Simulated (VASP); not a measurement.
Cu, 1 atom in the cell. Symmetry: I4/mmm, No. 139, tetragonal system. The conventional cell has a = 2.855 Å, b = 2.855 Å, c = 2.783 Å, α = 90.00°, β = 90.00°, γ = 90.00°. Cu (site symmetry 4/mmm) has 14 Cu at 2.45 to 2.85 Å within 3.2 Å. 

| Property | Result |
| --- | --- |
| Program | VASP 6.6.1 |
| Task | single point |
| Functional | LDA |
| Potentials or basis | VASP PAW LDA potentials, release 64 (Cu_sv_GW) |
| Cutoff | 820 eV |
| k mesh | 22 × 22 × 22 |
| Occupations | gaussian, width 0.15 eV |
| Spin | no spin polarisation |
| Dipole correction | no |
| Further INCAR settings | ALGO = Normal; EDIFF = 1e-06; NBANDS = 16 |

Potentials or basis: VASP PAW LDA potentials, release 64 (Cu_sv_GW).

Command:

```sh
$ cat potpaw_LDA.64/Cu_sv_GW/POTCAR > POTCAR
$ mpirun -np 1 vasp_std > vasp.out
```

Hardware: 1 thread of Intel(R) Xeon(R) 6975P-C (Granite Rapids), with other jobs on the host.

Task: How long does it take, and how much memory?

Result: Wall time 74 s on 1 thread of Intel(R) Xeon(R) 6975P-C (Granite Rapids), with other jobs on the host, peak memory 0.44 GiB. Counts: scf iterations 11, k points 834.
